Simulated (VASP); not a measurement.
Crystal: Ni.

```
Ni
1.0
     0.00000    1.76587    1.76587
     1.76587    0.00000    1.76587
     1.76587    1.76587    0.00000
Ni
1
Direct
  0.00000 0.00000 0.00000
```

Base run:

```yaml
Program: VASP 6.6.1
Functional: r2SCAN
Potentials_or_basis: VASP PAW PBE potentials, release 64 (Ni)
Cutoff: 660 eV
k_mesh: 14 × 14 × 14
Occupations: fermi-dirac, width 0.0005 eV
Spin: collinear spin, ferromagnetic start
Starting_moments: "[2.0] μB"
```

Its results: pressure -8.6 GPa; net moment 0.75 μB per cell; site moments Ni +0.78 μB.

Task: The run is repeated on the same cell with these changes: occupations from fermi-dirac, width 0.0005 eV to tetrahedron. What comes out?

Result: Pressure -9.0 GPa; net moment 0.72 μB per cell; site moments Ni +0.74 μB.

Caveats: the cell stands under tension; the PAW data sets were made with another functional, which shifts forces and pressure a little; tetrahedron occupations give inexact forces and stress in metals (at least some runs).
